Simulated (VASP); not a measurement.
# Ga (I4/mmm) in VASP: a series of runs

Ga is run at these levels: PBE; tasks: electric field gradients.

Program: VASP 6.6.1. These are calculated values, not measurements. Logs are shortened: lines on timing, memory, paths and dates and some standing lists are left out, and cuts for length are marked.

**1. The cell of the first run**

Symmetry: I4/mmm, No. 139, tetragonal system. The conventional cell has a = 2.770 Å, b = 2.770 Å, c = 4.398 Å, α = 90.00°, β = 90.00°, γ = 90.00°. Ga (site symmetry 4/mmm) has 12 Ga at 2.77 to 2.94 Å within 3.7 Å.

**2. Electric field gradients, PBE (16.87 Å³/atom)**

Input file INCAR:

```
PREC     = Accurate       # precision mode
ENCUT    = 400            # plane-wave cutoff, eV
EDIFF    = 1E-8           # SCF threshold, eV
ISMEAR   = -1             # smearing method
SIGMA    = 0.05           # smearing width, eV
LREAL    = False          # projectors in reciprocal space
LASPH    = True           # aspherical terms in the spheres
NELM     = 120            # most SCF steps
ALGO     = Normal         # electronic algorithm
ISIF     = 2              # what is computed and relaxed
LWAVE    = False          # write WAVECAR
LCHARG   = False          # write CHGCAR
GGA      = PE             # functional
LEFG     = True         
ISYM     = 0            
NBANDS   = 12             # bands
GGA_COMPAT= False
```

Input file KPOINTS:

```
regular mesh
0
Gamma
  14 14 16
```

Input file POSCAR:

```
Ga
1.0
   -1.3850247009      1.3850247009      2.1988746855
    1.3850247009     -1.3850247009      2.1988746855
    1.3850247009      1.3850247009     -2.1988746855
Ga
1
Direct
    0.0000000000      0.0000000000      0.0000000000
```

Potentials or basis: VASP PAW PBE potentials, release 64 (Ga_d).

Launch:

```sh
$ cat potpaw_PBE.64/Ga_d/POTCAR > POTCAR
$ mpirun -np 1 vasp_std > vasp.out
```

OUTCAR:

```text
PREC = Accurate
   ENCUT = 400
   EDIFF = 1E-8
   ISMEAR = -1
   LREAL = False
   LASPH = True
   NELM = 120
   ISIF = 2
   GGA = PE
   ISYM = 0

 ion  position               nearest neighbor table
   1  0.000  0.000  0.000-

IMPORTANT INFORMATION: All symmetrisations will be switched off!
NOSYMM: (Re-)initialisation of all symmetry stuff for point group C_1.

----------------------------------------------------------------------------------------

                                     Primitive cell

  volume of cell :      16.8723

  direct lattice vectors                    reciprocal lattice vectors
    -1.385024701  1.385024701  2.198874685     0.000000000  0.361004392  0.227389038
     1.385024701 -1.385024701  2.198874685     0.361004392  0.000000000  0.227389038
     1.385024701  1.385024701 -2.198874685     0.361004392  0.361004392  0.000000000

  length of vectors
     2.944764291  2.944764291  2.944764291     0.426649676  0.426649676  0.510537307

  position of ions in fractional coordinates (direct lattice)
     0.000000000  0.000000000  0.000000000

  ion indices of the primitive-cell ions
   primitive index   ion index
                 1           1

----------------------------------------------------------------------------------------

 KPOINTS: regular mesh

Automatic generation of k-mesh.
 Grid dimensions read from file:
 generate k-points for:   14   14   16

 Generating k-lattice:

  Cartesian coordinates                     Fractional coordinates (reciprocal lattice)
     0.000000000  0.025786028  0.016242074     0.071428571  0.000000000  0.000000000
     0.025786028  0.000000000  0.016242074     0.000000000  0.071428571  0.000000000
     0.022562774  0.022562774  0.000000000     0.000000000  0.000000000  0.062500000

  Length of vectors
     0.030474977  0.030474977  0.031908582

  Shift w.r.t. Gamma in fractional coordinates (k-lattice)
     0.000000000  0.000000000  0.000000000

 -----------------------------------------------------------------------------
|                                                                             |
|           W    W    AA    RRRRR   N    N  II  N    N   GGGG   !!!           |
|           W    W   A  A   R    R  NN   N  II  NN   N  G    G  !!!           |
|           W    W  A    A  R    R  N N  N  II  N N  N  G       !!!           |
|           W WW W  AAAAAA  RRRRR   N  N N  II  N  N N  G  GGG   !            |
|           WW  WW  A    A  R   R   N   NN  II  N   NN  G    G                |
|           W    W  A    A  R    R  N    N  II  N    N   GGGG   !!!           |
|                                                                             |
|     Your reciprocal lattice and k-lattice belong to different lattice       |
|     classes:                                                                |
|                                                                             |
|        The reciprocal lattice is body-centered tetragonal,                  |
|        whereas your k-lattice is base-centered monoclinic.                  |
|                                                                             |
|     Results are often still useful ...                                      |
|                                                                             |
 -----------------------------------------------------------------------------

 WARNING: IBZKPT: internal override: KBLOWUP is changed to .FALSE.
      ... skipping the blow-up phase ...

 Subroutine IBZKPT returns following result:
 ===========================================

 Found   1572 irreducible k-points:

 Following reciprocal coordinates:
            Coordinates               Weight
  0.000000  0.000000  0.000000      1.000000
  0.071429 -0.000000  0.000000      2.000000
  0.142857 -0.000000  0.000000      2.000000
  0.214286 -0.000000  0.000000      2.000000
  0.285714  0.000000 -0.000000      2.000000
  0.357143  0.000000  0.000000      2.000000
[... 16 lines left out ...]
 -0.000000  0.142857  0.000000      2.000000
  0.071429  0.142857  0.000000      2.000000
 [... further k-points ...]
   k-points           NKPTS =   1572   k-points in BZ     NKDIM =   1572   number of bands    NBANDS=     12
   number of dos      NEDOS =    301   number of ions     NIONS =      1
   total plane-waves  NPLWV =   8000
   dimension x,y,z NGX =    20 NGY =   20 NGZ =   20
   dimension x,y,z NGXF=    40 NGYF=   40 NGZF=   40
   ions per type =               1
   NGX,Y,Z   is equivalent  to a cutoff of  11.29, 11.29, 11.29 a.u.
   NGXF,Y,Z  is equivalent  to a cutoff of  22.58, 22.58, 22.58 a.u.
 SYSTEM =  unknown system
   PREC   = accura    normal or accurate (medium, high low for compatibility)
   ISTART =      0    job   : 0-new  1-cont  2-samecut
   ICHARG =      2    charge: 1-file 2-atom 10-const
   ISPIN  =      1    spin polarized calculation?
   LNONCOLLINEAR =      F non collinear calculations
   LSORBIT =      F    spin-orbit coupling
   LASPH  =      T    aspherical Exc in radial PAW
   ENCUT  =  400.0 eV  29.40 Ry    5.42 a.u.   4.80  4.80  4.80*2*pi/ulx,y,z
   NELM   =    120;   NELMIN=  2; NELMDL= -5     # of ELM steps
   EDIFF  = 0.1E-07   stopping-criterion for ELM
   LREAL  =      F    real-space projection
   EDIFFG = 0.1E-06   stopping-criterion for IOM
   NSW    =      0    number of steps for IOM
   IBRION =     -1    ionic relax: 0-MD 1-quasi-New 2-CG
   NFREE  =      0    steps in history (QN), initial steepest desc. (CG)
   ISIF   =      2    stress and relaxation
   ISYM   =      0    0-nonsym 1-usesym 2-fastsym
   POTIM  = 0.5000    time-step for ionic-motion
   TEBEG  =    0.0;   TEEND  =   0.0 temperature during run
   PSTRESS=    0.0 pullay stress
   NELECT =      13.0000    total number of electrons
   NUPDOWN=      -1.0000    fix difference up-down
   EMIN   =  10.00;   EMAX   =-10.00  energy-range for DOS
   EFERMI =   0.00;   METHOD = LEGACY
   ISMEAR =    -1;   SIGMA  =   0.05  broadening in eV -4-tet -1-fermi 0-gaus
   EFERMI_NEDOS =   21; number of points for ismear=-14 and -15
   IALGO  =     38    algorithm
   IMIX   =      4    mixing-type and parameters
     AMIX     =   0.40;   BMIX     =  1.00
     AMIX_MAG =   1.60;   BMIX_MAG =  1.00
  volume/ion in A,a.u.               =      16.87       113.86
  Fermi-wavevector in a.u.,A,eV,Ry     =   1.500828  2.836153 30.646894  2.252483
  Thomas-Fermi vector in A             =   2.612277
   LORBIT       =      0    0 simple, 1 ext, 2 COOP (PROOUT), +10 PAW based schemes
   GGA     = PE    functional components
   LHFCALC =     F    Hartree Fock is set to
   AEXX    =    0.0000 exact exchange contribution
   IVDW    =     0    specifies the selected vdW correction
   LEPSILON=     F    determine dielectric tensor
   LRPA    =     F    only Hartree local field effects (RPA)
 non-spin polarized calculation
  energy-cutoff  :      400.00
  volume of cell :       16.87
 maximum number of plane-waves:       336
   NGX =  9   NGY =  9   NGZ =  9

 number of electron      12.9999989 magnetization

 Free energy of the ion-electron system (eV)
  ---------------------------------------------------
  ext. energy  EPLUGINS =         0.00000000
  ---------------------------------------------------
  free energy    TOTEN  =        -2.84520868 eV

  energy without entropy =       -2.84250184  energy(sigma->0) =       -2.84385526

 E-fermi :   6.6960     XC(G=0): -11.5870

 val. band max:        6.6887359303   @ k =  -0.3571  -0.4286   0.4375
 cond. band min:       6.7182510299   @ k =   0.2143   0.0714   0.2500
 fundamental gap:      0.0295150996
 Fermi energy:         6.6959762287

 k-point     1 :       0.0000    0.0000    0.0000
  band No.  band energies     occupation
      1      -8.4711      2.00000
      2      -8.3259      2.00000
      3      -8.3252      2.00000
      4      -8.2985      2.00000
      5      -8.1464      2.00000
      6      -5.2905      2.00000
      7      20.1585      0.00000
      8      20.1591      0.00000
      9      20.2415      0.00000
     10      23.3037      0.00000
     11      23.5276      0.00000
     12      24.1545      0.00000
[... 331 lines left out ...]
 k-point    24 :       0.0714    0.1429    0.0000
  band No.  band energies     occupation
      1      -8.4442      2.00000
      2      -8.3397      2.00000
      3      -8.3033      2.00000
      4      -8.2687      2.00000
      5      -8.1592      2.00000
      6      -4.4039      2.00000
      7      14.4751      0.00000
      8      16.9595      0.00000
      9      19.2446      0.00000
     10      22.2438      0.00000
     11      22.9107      0.00000
     12      25.2340      0.00000

 [... further k-points ...]

------------------------ aborting loop because EDIFF is reached ----------------------------------------

  FORCE on cell =-STRESS in cart. coord.  units (eV):
  Direction    XX          YY          ZZ          XY          YZ          ZX
  --------------------------------------------------------------------------------------
  -------------------------------------------------------------------------------------
  Total        0.7704549      0.7704548      0.6861050      0.0141932      0.0112740      0.0112739
  in kB       73.1614457     73.1614388     65.1516874      1.3477678      1.0705611      1.0705562
  external PRESSURE =      70.4915240 kB  Pullay stress =       0.0000000 kB

 VOLUME and BASIS-vectors are now :
 -----------------------------------------------------------------------------
  energy-cutoff  :      400.00
  volume of cell :       16.87
      direct lattice vectors                 reciprocal lattice vectors
    -1.385024701  1.385024701  2.198874685     0.000000000  0.361004392  0.227389038
     1.385024701 -1.385024701  2.198874685     0.361004392  0.000000000  0.227389038
     1.385024701  1.385024701 -2.198874685     0.361004392  0.361004392  0.000000000

 POSITION                                       TOTAL-FORCE (eV/Angst)
 -----------------------------------------------------------------------------------
      0.00000      0.00000      0.00000        -0.000000      0.000000     -0.000000
 -----------------------------------------------------------------------------------
    total drift:                               -0.000000      0.000000     -0.000000

  FREE ENERGIE OF THE ION-ELECTRON SYSTEM (eV)
  ---------------------------------------------------
  free  energy   TOTEN  =        -2.8452086823 eV

  energy  without entropy=       -2.8425018368  energy(sigma->0) =       -2.84385526

 Electric field gradients (V/A^2)
---------------------------------------------------------------------
 ion       V_xx      V_yy      V_zz      V_xy      V_xz      V_yz
---------------------------------------------------------------------
   1     -10.565   -10.565    21.130    -0.788    -0.039    -0.039
---------------------------------------------------------------------

 Electric field gradients after diagonalization (V/A^2)
 (convention: |V_zz| > |V_xx| > |V_yy|)
----------------------------------------------------------------------
 ion       V_xx      V_yy      V_zz     asymmetry (V_yy - V_xx)/ V_zz
----------------------------------------------------------------------
   1     -11.353    -9.777    21.130       0.075
----------------------------------------------------------------------

           NMR quadrupolar parameters

 Cq : quadrupolar parameter    Cq=e*Q*V_zz/h
 eta: asymmetry parameters     (V_yy - V_xx)/ V_zz
 Q  : nuclear electric quadrupole moment in mb (millibarn)
----------------------------------------------------------------------
 ion       Cq(MHz)       eta       Q (mb)
----------------------------------------------------------------------
   1       0.051       0.075       1.000
----------------------------------------------------------------------
```

It took 4.8 min on 1 thread of Oxide Virtual Turin-like, shared host; peak memory 0.28 GiB.

What came out:

```
Free energy                             : -2.8452 eV
Pressure                                : 7.0 GPa
Band gap on the k mesh                  : zero (an odd number of electrons rules out a gap without spin polarisation)
Largest electric field gradient by atom : Ga +21.1 V/Å²
```

Stress tensor (GPa, compression positive):
```
7.32 0.13 0.11
0.13 7.32 0.11
0.11 0.11 6.52
```

Levels at points of the mesh, in eV from the Fermi level:
```
           k point  band 2  band 3  band 4  band 5  band 6  band 7  band 8  band 9  band 10  band 11
(0.00, 0.00, 0.00)  -15.02  -15.02  -14.99  -14.84  -11.99   13.46   13.46   13.55    16.61    16.83
(0.50, 0.00, 0.00)  -15.13  -15.01  -14.80  -14.76   -5.04   -4.55    9.01   12.32    13.13    15.85
(0.00, 0.50, 0.00)  -15.13  -15.01  -14.80  -14.76   -5.04   -4.55    9.01   12.32    13.13    15.85
(0.50, 0.50, 0.00)  -15.24  -14.80  -14.80  -14.68   -2.44   -1.26    4.22    5.13     8.31     8.46
(0.00, 0.00, 0.50)  -15.24  -14.80  -14.80  -14.68   -2.44   -1.26    4.22    5.13     8.31     8.46
(0.50, 0.00, 0.50)  -15.13  -15.01  -14.80  -14.76   -5.04   -4.55    9.01   12.32    13.13    15.85
(0.00, 0.50, 0.50)  -15.13  -15.01  -14.80  -14.76   -5.04   -4.55    9.01   12.32    13.13    15.85
(0.50, 0.50, 0.50)  -15.24  -14.77  -14.76  -14.76   -3.92   -3.86    6.70    6.70     9.93    10.93
```

Electric field gradients, principal values (V/Å²):
```csv
atom,least,middle,greatest (by size)
1 Ga,-9.777,-11.353,21.130
```

Caveat: the cell stands under pressure; without QUAD_EFG the Cq values of the log hold for a quadrupole moment of 1 mb, not for the nuclei.

(Continued in part 2 of 3.)

The gap in the log of VASP goes by the Fermi energy; the results here count the filled bands.